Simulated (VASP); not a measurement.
Set up this calculation in VASP 6.6.1, as the native input.

- Task: single point
- Functional: LDA
- Potentials or basis: VASP PAW LDA potentials, release 64 (Ga_d, As)
- Cutoff: 520 eV
- k mesh: 12 × 12 × 12
- Occupations: gaussian, width 0.01 eV
- Spin: no spin polarisation
- Dipole correction: no
- Further INCAR settings: ALGO = Normal; EDIFF = 1e-06; NBANDS = 16

The structure of GaAs lies in POSCAR:

```
GaAs
1.0
    0.0000000000      2.5491422855      2.5491422855
    2.5491422855      0.0000000000      2.5491422855
    2.5491422855      2.5491422855      0.0000000000
Ga As
1 1
Direct
    0.0000000000      0.0000000000      0.0000000000
    0.7500000000      0.7500000000      0.7500000000
```

These files were run (other wordings do the same):

INCAR

```
PREC = Accurate ; ENCUT = 520
EDIFF = 1E-6 ; ISMEAR = 0
SIGMA = 0.01 ; LREAL = False
LASPH = True ; NELM = 100
ALGO = Normal ; ISIF = 2
LWAVE = False ; LCHARG = True
GGA = CA ; LELF = True
LVHAR = True ; NBANDS = 16
```

KPOINTS

```
regular mesh
0
Gamma
  12 12 12
```

Potentials or basis: VASP PAW LDA potentials, release 64 (Ga_d, As).

Run with:

```bash
$ cat potpaw_LDA.64/Ga_d/POTCAR potpaw_LDA.64/As/POTCAR > POTCAR
$ mpirun -np 1 vasp_std > vasp.out
```

It gave:

```yaml
Pressure: 41.0 GPa
Band_gap_on_the_k_mesh: 0.60 eV, indirect (least direct gap 2.85 eV)
```

Run time: 26 s on 1 thread of Intel(R) Xeon(R) Platinum 8488C (Sapphire Rapids), with other jobs on the host, peak memory 0.16 GiB.
